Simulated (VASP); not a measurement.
# TiB2 (P6/mmm) in VASP: a series of runs

The runs below take TiB2 through single point, with PBE, LDA, RPBE, revPBE.

Everything below comes from runs of VASP 6.6.1. Logs are shortened: lines on timing, memory, paths and dates and some standing lists are left out, and cuts for length are marked.

## 1. The cell of the first run

It takes space group P6/mmm (No. 191, hexagonal). Conventional cell: a = 3.029 Å, b = 3.029 Å, c = 3.228 Å, α = 90.00°, β = 90.00°, γ = 120.00°. Within 3.1 Å of Ti (site symmetry 6/mmm) lie 12 B at 2.38 Å and 6 Ti at 3.03 Å. B (site symmetry -6m2) has 3 B at 1.75 Å within 2.3 Å.

## 2. Single point, PBE

Input file INCAR:

```
  PREC = Accurate
  ENCUT = 520
  EDIFF = 1E-7
  ISMEAR = 0
  SIGMA = 0.011
  LREAL = False
  LASPH = True
  NELM = 60
  ALGO = Normal
  ISIF = 2
  LWAVE = False
  LCHARG = False
  GGA = PE
  NBANDS = 16
```

Input file KPOINTS:

```
regular mesh
0
Gamma
  10 10 8
```

Input file POSCAR:

```
TiB2
1.0
    3.0292000000      0.0000000000      0.0000000000
   -1.5146000000      2.6233641531      0.0000000000
    0.0000000000      0.0000000000      3.2284000000
Ti B
1 2
Direct
    0.0000000000      0.0000000000      0.0000000000
    0.6666666667      0.3333333333      0.5000000000
    0.3333333333      0.6666666667      0.5000000000
```

Potentials or basis: VASP PAW PBE potentials, release 64 (Ti_sv, B).

Command:

```console
$ cat potpaw_PBE.64/Ti_sv/POTCAR potpaw_PBE.64/B/POTCAR > POTCAR
$ mpirun -np 1 vasp_std > vasp.out
```

OUTCAR:

```text
PREC = Accurate
   ENCUT = 520
   EDIFF = 1E-7
   ISMEAR = 0
   LREAL = False
   LASPH = True
   NELM = 60
   ISIF = 2
   GGA = PE

 ion  position               nearest neighbor table
   1  0.000  0.000  0.000-   2 2.38   3 2.38   2 2.38   3 2.38   3 2.38   3 2.38   2 2.38   2 2.38
                             2 2.38   2 2.38   3 2.38   3 2.38
   2  0.667  0.333  0.500-   3 1.75   3 1.75   3 1.75   1 2.38   1 2.38   1 2.38   1 2.38   1 2.38
                             1 2.38
   3  0.333  0.667  0.500-   2 1.75   2 1.75   2 1.75   1 2.38   1 2.38   1 2.38   1 2.38   1 2.38
                             1 2.38

  LATTYP: Found a hexagonal cell.
 ALAT       =     3.0292000000
 C/A-ratio  =     1.0657599366

  Lattice vectors:

 A1 = (   3.0292000000,   0.0000000000,   0.0000000000)
 A2 = (  -1.5146000000,   2.6233641531,   0.0000000000)
 A3 = (   0.0000000000,   0.0000000000,   3.2284000000)

Analysis of symmetry for initial positions (statically):
=====================================================================
 Subroutine PRICEL returns:
 Original cell was already a primitive cell.

 Routine SETGRP: Setting up the symmetry group for a
 hexagonal supercell.

 Subroutine GETGRP returns: Found 24 space group operations
 (whereof 24 operations were pure point group operations)
 out of a pool of 24 trial point group operations.

The static configuration has the point symmetry D_6h.

Analysis of symmetry for dynamics (positions and initial velocities):
=====================================================================
 Subroutine PRICEL returns:
 Original cell was already a primitive cell.

 Routine SETGRP: Setting up the symmetry group for a
 hexagonal supercell.

 Subroutine GETGRP returns: Found 24 space group operations
 (whereof 24 operations were pure point group operations)
 out of a pool of 24 trial point group operations.

The dynamic configuration has the point symmetry D_6h.

 Subroutine INISYM returns: Found 24 space group operations
 (whereof 24 operations are pure point group operations),
 and found     1 'primitive' translations

----------------------------------------------------------------------------------------

                                     Primitive cell

  volume of cell :      25.6551

[... 83 lines left out ...]
   ICHARG =      2    charge: 1-file 2-atom 10-const
   ISPIN  =      1    spin polarized calculation?
   LNONCOLLINEAR =      F non collinear calculations
   LSORBIT =      F    spin-orbit coupling
   LASPH  =      T    aspherical Exc in radial PAW
   ENCUT  =  520.0 eV  38.22 Ry    6.18 a.u.   5.63  5.63  6.00*2*pi/ulx,y,z
   NELM   =     60;   NELMIN=  2; NELMDL= -5     # of ELM steps
   EDIFF  = 0.1E-06   stopping-criterion for ELM
   LREAL  =      F    real-space projection
   EDIFFG = 0.1E-05   stopping-criterion for IOM
   NSW    =      0    number of steps for IOM
   IBRION =     -1    ionic relax: 0-MD 1-quasi-New 2-CG
   NFREE  =      0    steps in history (QN), initial steepest desc. (CG)
   ISIF   =      2    stress and relaxation
   ISYM   =      2    0-nonsym 1-usesym 2-fastsym
   POTIM  = 0.5000    time-step for ionic-motion
   TEBEG  =    0.0;   TEEND  =   0.0 temperature during run
   PSTRESS=    0.0 pullay stress
   NELECT =      18.0000    total number of electrons
   NUPDOWN=      -1.0000    fix difference up-down
   EMIN   =  10.00;   EMAX   =-10.00  energy-range for DOS
   EFERMI =   0.00;   METHOD = LEGACY
   ISMEAR =     0;   SIGMA  =   0.01  broadening in eV -4-tet -1-fermi 0-gaus
   EFERMI_NEDOS =   21; number of points for ismear=-14 and -15
   IALGO  =     38    algorithm
   IMIX   =      4    mixing-type and parameters
     AMIX     =   0.40;   BMIX     =  1.00
     AMIX_MAG =   1.60;   BMIX_MAG =  1.00
  volume/ion in A,a.u.               =       8.55        57.71
  Fermi-wavevector in a.u.,A,eV,Ry     =   1.454703  2.748990 28.792122  2.116161
  Thomas-Fermi vector in A             =   2.571823
   LORBIT       =      0    0 simple, 1 ext, 2 COOP (PROOUT), +10 PAW based schemes
   GGA     = PE    functional components
   LHFCALC =     F    Hartree Fock is set to
   AEXX    =    0.0000 exact exchange contribution
   IVDW    =     0    specifies the selected vdW correction
   LEPSILON=     F    determine dielectric tensor
   LRPA    =     F    only Hartree local field effects (RPA)
 non-spin polarized calculation
 Gauss-broadening in eV      SIGMA  =   0.01
  energy-cutoff  :      520.00
  volume of cell :       25.66
 maximum number of plane-waves:       721
 NGX is ok and might be reduce to    24
   NGX = 11   NGY = 11   NGZ = 13

 number of electron      18.0000002 magnetization

 Free energy of the ion-electron system (eV)
  ---------------------------------------------------
  ext. energy  EPLUGINS =         0.00000000
  ---------------------------------------------------
  free energy    TOTEN  =       -24.42028718 eV

  energy without entropy =      -24.42011037  energy(sigma->0) =      -24.42019878

 E-fermi :   9.9395     XC(G=0): -12.7685

 val. band max:        9.9144035183   @ k =   0.2000   0.2000   0.1250
 cond. band min:       9.9401929126   @ k =   0.3000   0.2000   0.0000
 fundamental gap:      0.0257893943
 Fermi energy:         9.9394940674

 k-point     1 :       0.0000    0.0000    0.0000
  band No.  band energies     occupation
      1     -46.9610      2.00000
      2     -23.3009      2.00000
      3     -23.0038      2.00000
      4     -23.0038      2.00000
      5      -3.5059      2.00000
      6       7.3970      2.00000
[... 433 lines left out ...]
      3     -23.2574      2.00000
      4     -23.1158      2.00000
      5       0.1688      2.00000
      6       1.6147      2.00000
[... 8 lines left out ...]
     15      18.5868      0.00000
     16      19.5133      0.00000

 [... further k-points ...]
[... 5 lines left out ...]
  --------------------------------------------------------------------------------------
  -------------------------------------------------------------------------------------
  Total        0.0766465      0.0766465      0.0725020      0.0000000      0.0000000      0.0000000
  in kB        4.7866202      4.7866202      4.5277966      0.0000000      0.0000000      0.0000000
  external PRESSURE =       4.7003457 kB  Pullay stress =       0.0000000 kB

 VOLUME and BASIS-vectors are now :
 -----------------------------------------------------------------------------
  energy-cutoff  :      520.00
  volume of cell :       25.66
      direct lattice vectors                 reciprocal lattice vectors
     3.029200000  0.000000000  0.000000000     0.330120164  0.190594965  0.000000000
    -1.514600000  2.623364153  0.000000000     0.000000000  0.381189931  0.000000000
     0.000000000  0.000000000  3.228400000     0.000000000  0.000000000  0.309750960

 POSITION                                       TOTAL-FORCE (eV/Angst)
 -----------------------------------------------------------------------------------
      0.00000      0.00000      0.00000        -0.000000      0.000000     -0.000000
      1.51460      0.87445      1.61420        -0.000000      0.000000     -0.000000
     -0.00000      1.74891      1.61420         0.000000      0.000000      0.000000
 -----------------------------------------------------------------------------------
    total drift:                               -0.000000      0.000000      0.000000

  FREE ENERGIE OF THE ION-ELECTRON SYSTEM (eV)
  ---------------------------------------------------
  free  energy   TOTEN  =       -24.4202871850 eV

  energy  without entropy=      -24.4201103673  energy(sigma->0) =      -24.42019878
```

OSZICAR:

```text
N       E                     dE             d eps       ncg     rms          rms(c)
DAV:   1     0.124091469726E+03    0.12409E+03   -0.89630E+03  2240   0.127E+03
DAV:   2    -0.222041099085E+02   -0.14630E+03   -0.14103E+03  2392   0.343E+02
DAV:   3    -0.294335992200E+02   -0.72295E+01   -0.71474E+01  3264   0.738E+01
DAV:   4    -0.295891086237E+02   -0.15551E+00   -0.15546E+00  2640   0.982E+00
DAV:   5    -0.295932792497E+02   -0.41706E-02   -0.41704E-02  3320   0.136E+00    0.167E+01
DAV:   6    -0.244373203585E+02    0.51560E+01   -0.20847E+01  3200   0.485E+01    0.383E+00
DAV:   7    -0.244201056238E+02    0.17215E-01   -0.10575E+00  2400   0.118E+01    0.335E+00
DAV:   8    -0.244238848385E+02   -0.37792E-02   -0.94687E-02  3680   0.257E+00    0.808E-01
DAV:   9    -0.244212222402E+02    0.26626E-02   -0.45906E-02  2776   0.269E+00    0.305E-01
DAV:  10    -0.244202802632E+02    0.94198E-03   -0.34221E-03  2744   0.708E-01    0.653E-02
DAV:  11    -0.244203177694E+02   -0.37506E-04   -0.81262E-04  2968   0.326E-01    0.620E-02
DAV:  12    -0.244202872119E+02    0.30558E-04   -0.11737E-04  2632   0.139E-01    0.194E-02
DAV:  13    -0.244202868887E+02    0.32311E-06   -0.77933E-06  3120   0.249E-02    0.385E-03
DAV:  14    -0.244202871037E+02   -0.21491E-06   -0.75428E-07  2584   0.737E-03    0.979E-04
DAV:  15    -0.244202871850E+02   -0.81304E-07   -0.21754E-07  2464   0.361E-03
   1 F= -.24420287E+02 E0= -.24420199E+02  d E =-.176818E-03
```

stdout:

```text
POSCAR found type information on POSCAR TiB
 POSCAR found :  2 types and       3 ions
 scaLAPACK will be used
 LDA part: xc-table for (Slater+PW92), standard interpolation
 POSCAR, INCAR and KPOINTS ok, starting setup
 FFT: planning ... GRIDC
 FFT: planning ... GRID_SOFT
 FFT: planning ... GRID
 WAVECAR not read
 entering main loop
```

Wall time 9.7 s (1 thread of Intel Xeon 6975P-C (Granite Rapids), shared host); peak memory 0.15 GiB.

Results:

```
Free energy            : -24.4203 eV
Pressure               : 0.5 GPa
Band gap on the k mesh : zero (band 9 reaches 10.39 eV, above the bottom of band 10 at 9.82 eV)
```

Levels at points of the mesh, in eV from the Fermi level:
| k point | band 5 | band 6 | band 7 | band 8 | band 9 | band 10 | band 11 | band 12 | band 13 | band 14 |
| --- | --- | --- | --- | --- | --- | --- | --- | --- | --- | --- |
| (0.00, 0.00, 0.00) | -13.45 | -2.54 | -2.54 | -2.27 | -2.05 | 1.95 | 1.95 | 3.71 | 3.71 | 5.83 |
| (0.50, 0.00, 0.00) | -9.31 | -9.18 | -3.21 | -3.16 | -2.20 | 1.40 | 2.79 | 3.27 | 3.42 | 7.50 |
| (0.00, 0.00, 0.50) | -11.53 | -7.55 | -0.49 | -0.49 | -0.12 | -0.12 | 0.49 | 0.49 | 1.70 | 6.62 |
| (0.50, 0.00, 0.50) | -9.69 | -7.49 | -4.58 | -3.76 | -3.09 | 2.54 | 2.97 | 4.52 | 4.63 | 5.43 |

## 3. Single point, PBE

Input file INCAR:

```
PREC = Accurate
ENCUT = 520
EDIFF = 1E-6
ISMEAR = -1
SIGMA = 0.05
LREAL = F
LASPH = T
NELM = 80
ALGO = Normal
ISIF = 2
LWAVE = F
LCHARG = F
GGA = PE
NBANDS = 16
```

KPOINTS is that of step 2.

Input file POSCAR:

```
TiB2
1.0
    3.0312938305      0.0000000000      0.0000000000
   -1.5156469152      2.6251774635      0.0000000000
    0.0000000000      0.0000000000      3.2277986979
Ti B
1 2
Direct
    0.0000000000      0.0000000000      0.0000000000
    0.6666666667      0.3333333333      0.5000000000
    0.3333333333      0.6666666667      0.5000000000
```

Potentials or basis: VASP PAW PBE potentials, release 64 (Ti_sv, B).

Command:

```console
$ cat potpaw_PBE.64/Ti_sv/POTCAR potpaw_PBE.64/B/POTCAR > POTCAR
$ mpirun -np 1 vasp_std > vasp.out
```

OUTCAR:

```text
PREC = Accurate
   ENCUT = 520
   EDIFF = 1E-6
   ISMEAR = -1
   LREAL = F
   LASPH = T
   NELM = 80
   ISIF = 2
   GGA = PE

 ion  position               nearest neighbor table
   1  0.000  0.000  0.000-   2 2.38   3 2.38   2 2.38   3 2.38   3 2.38   3 2.38   2 2.38   2 2.38
                             2 2.38   2 2.38   3 2.38   3 2.38
   2  0.667  0.333  0.500-   3 1.75   3 1.75   3 1.75   1 2.38   1 2.38   1 2.38   1 2.38   1 2.38
                             1 2.38
   3  0.333  0.667  0.500-   2 1.75   2 1.75   2 1.75   1 2.38   1 2.38   1 2.38   1 2.38   1 2.38
                             1 2.38

  LATTYP: Found a hexagonal cell.
 ALAT       =     3.0312938305
 C/A-ratio  =     1.0648254107

  Lattice vectors:

 A1 = (   3.0312938305,   0.0000000000,   0.0000000000)
 A2 = (  -1.5156469152,   2.6251774635,   0.0000000000)
 A3 = (   0.0000000000,   0.0000000000,   3.2277986979)

Analysis of symmetry for initial positions (statically):
=====================================================================
 Subroutine PRICEL returns:
 Original cell was already a primitive cell.

 Routine SETGRP: Setting up the symmetry group for a
 hexagonal supercell.
[... 172 lines left out ...]
 cond. band min:       9.9272241515   @ k =   0.3000   0.2000   0.0000
 fundamental gap:      0.0259495270
 Fermi energy:         9.9265698484

 k-point     1 :       0.0000    0.0000    0.0000
  band No.  band energies     occupation
      1     -46.9746      2.00000
      2     -23.3191      2.00000
      3     -23.0158      2.00000
      4     -23.0158      2.00000
      5      -3.5119      2.00000
      6       7.3819      2.00000
[... 433 lines left out ...]
      3     -23.2762      2.00000
      4     -23.1270      2.00000
      5       0.1591      2.00000
      6       1.6041      2.00000
[... 8 lines left out ...]
     15      18.5590      0.00000
     16      19.4970      0.00000

 [... further k-points ...]

------------------------ aborting loop because EDIFF is reached ----------------------------------------

  FORCE on cell =-STRESS in cart. coord.  units (eV):
  Direction    XX          YY          ZZ          XY          YZ          ZX
  --------------------------------------------------------------------------------------
  -------------------------------------------------------------------------------------
  Total        0.0344940      0.0344940      0.0356866      0.0000000      0.0000000     -0.0000000
  in kB        2.1516004      2.1516004      2.2259897      0.0000000      0.0000000     -0.0000000
  external PRESSURE =       2.1763968 kB  Pullay stress =       0.0000000 kB

 VOLUME and BASIS-vectors are now :
 -----------------------------------------------------------------------------
  energy-cutoff  :      520.00
  volume of cell :       25.69
      direct lattice vectors                 reciprocal lattice vectors
     3.031293831  0.000000000  0.000000000     0.329892137  0.190463314  0.000000000
    -1.515646915  2.625177464  0.000000000     0.000000000  0.380926628  0.000000000
     0.000000000  0.000000000  3.227798698     0.000000000  0.000000000  0.309808663

 POSITION                                       TOTAL-FORCE (eV/Angst)
 -----------------------------------------------------------------------------------
      0.00000      0.00000      0.00000        -0.000000      0.000000      0.000000
      1.51565      0.87506      1.61390         0.000000      0.000000      0.000000
     -0.00000      1.75012      1.61390        -0.000000      0.000000     -0.000000
 -----------------------------------------------------------------------------------
    total drift:                               -0.000000      0.000000      0.000000

  FREE ENERGIE OF THE ION-ELECTRON SYSTEM (eV)
  ---------------------------------------------------
  free  energy   TOTEN  =       -24.4245698572 eV

  energy  without entropy=      -24.4181607860  energy(sigma->0) =      -24.42136532
```

OSZICAR:

```text
N       E                     dE             d eps       ncg     rms          rms(c)
DAV:   1     0.124035113617E+03    0.12404E+03   -0.89361E+03  2248   0.127E+03
DAV:   2    -0.224460021003E+02   -0.14648E+03   -0.14136E+03  2464   0.343E+02
DAV:   3    -0.294086799302E+02   -0.69627E+01   -0.69054E+01  3144   0.741E+01
DAV:   4    -0.295848784077E+02   -0.17620E+00   -0.17613E+00  2816   0.101E+01
DAV:   5    -0.295883602070E+02   -0.34818E-02   -0.34817E-02  3136   0.130E+00    0.166E+01
DAV:   6    -0.244416175413E+02    0.51467E+01   -0.20831E+01  3200   0.484E+01    0.381E+00
DAV:   7    -0.244242079283E+02    0.17410E-01   -0.10519E+00  2408   0.118E+01    0.333E+00
DAV:   8    -0.244272299187E+02   -0.30220E-02   -0.87818E-02  3624   0.248E+00    0.785E-01
DAV:   9    -0.244252211156E+02    0.20088E-02   -0.39784E-02  2768   0.251E+00    0.285E-01
DAV:  10    -0.244245615512E+02    0.65956E-03   -0.27025E-03  2784   0.628E-01    0.680E-02
DAV:  11    -0.244245984046E+02   -0.36853E-04   -0.78129E-04  3024   0.321E-01    0.633E-02
DAV:  12    -0.244245703702E+02    0.28034E-04   -0.14073E-04  2568   0.153E-01    0.139E-02
DAV:  13    -0.244245698572E+02    0.51308E-06   -0.57392E-06  2776   0.206E-02
   1 F= -.24424570E+02 E0= -.24421365E+02  d E =-.640907E-02
```

It took 8.5 s on 1 thread of Intel Xeon 6975P-C (Granite Rapids), shared host; peak memory 0.15 GiB.

What came out:

- Free energy: -24.4246 eV
- Pressure: 0.2 GPa
- Band gap on the k mesh: zero (band 9 reaches 10.38 eV, above the bottom of band 10 at 9.80 eV)

Levels at points of the mesh, in eV from the Fermi level:
| k point | band 5 | band 6 | band 7 | band 8 | band 9 | band 10 | band 11 | band 12 | band 13 | band 14 |
| --- | --- | --- | --- | --- | --- | --- | --- | --- | --- | --- |
| (0.00, 0.00, 0.00) | -13.44 | -2.54 | -2.54 | -2.26 | -2.05 | 1.95 | 1.95 | 3.71 | 3.71 | 5.82 |
| (0.50, 0.00, 0.00) | -9.30 | -9.18 | -3.21 | -3.15 | -2.20 | 1.39 | 2.79 | 3.27 | 3.42 | 7.50 |
| (0.00, 0.00, 0.50) | -11.52 | -7.55 | -0.49 | -0.49 | -0.12 | -0.12 | 0.49 | 0.49 | 1.71 | 6.60 |
| (0.50, 0.00, 0.50) | -9.68 | -7.49 | -4.58 | -3.76 | -3.09 | 2.54 | 2.97 | 4.52 | 4.63 | 5.41 |

## 4. Single point, LDA

Input file INCAR:

```
SYSTEM = TiB2
PREC = Accurate
ENCUT = 520
EDIFF = 1E-7
ISMEAR = -1
SIGMA = 0.05
LREAL = .False.
LASPH = .True.
NELM = 80
ALGO = Normal
ISIF = 2
LWAVE = .False.
LCHARG = .False.
GGA = CA
NBANDS = 16
```

Input file KPOINTS:

```
Automatic mesh
0
Gamma
  10 10 8
  0 0 0
```

Input file POSCAR:

```
TiB2
1.0
    3.0292000000      0.0000000000      0.0000000000
   -1.5146000000      2.6233641531      0.0000000000
    0.0000000000      0.0000000000      3.2284000000
Ti B
1 2
Direct
    0.0000000000      0.0000000000      0.0000000000
    0.6666666667      0.3333333333      0.5000000000
    0.3333333333      0.6666666667      0.5000000000
```

Potentials or basis: VASP PAW LDA potentials, release 64 (Ti_sv, B).

Command:

```console
$ cat potpaw_LDA.64/Ti_sv/POTCAR potpaw_LDA.64/B/POTCAR > POTCAR
$ mpirun -np 1 vasp_std > vasp.out
```

It took 8.8 s on 1 thread of Intel Xeon 6975P-C (Granite Rapids), shared host; peak memory 0.14 GiB.

It converged, with:

```
Free energy            : -26.8787 eV
Pressure               : -10.7 GPa
Band gap on the k mesh : zero (band 9 reaches 10.29 eV, above the bottom of band 10 at 9.74 eV)
```

Stress tensor (GPa, compression positive):
```
-10.32   0.00   0.00
  0.00 -10.32   0.00
  0.00   0.00 -11.37
```

Levels at points of the mesh, in eV from the Fermi level:
| k point | band 5 | band 6 | band 7 | band 8 | band 9 | band 10 | band 11 | band 12 | band 13 | band 14 |
| --- | --- | --- | --- | --- | --- | --- | --- | --- | --- | --- |
| (0.00, 0.00, 0.00) | -13.23 | -2.52 | -2.52 | -2.19 | -2.05 | 1.94 | 1.94 | 3.70 | 3.70 | 5.87 |
| (0.50, 0.00, 0.00) | -9.18 | -8.96 | -3.15 | -3.14 | -2.19 | 1.39 | 2.79 | 3.27 | 3.46 | 7.52 |
| (0.00, 0.00, 0.50) | -11.28 | -7.45 | -0.46 | -0.46 | -0.12 | -0.12 | 0.48 | 0.48 | 1.68 | 6.63 |
| (0.50, 0.00, 0.50) | -9.52 | -7.34 | -4.55 | -3.72 | -2.98 | 2.52 | 2.97 | 4.56 | 4.64 | 5.58 |

(Continued in part 2 of 2.)
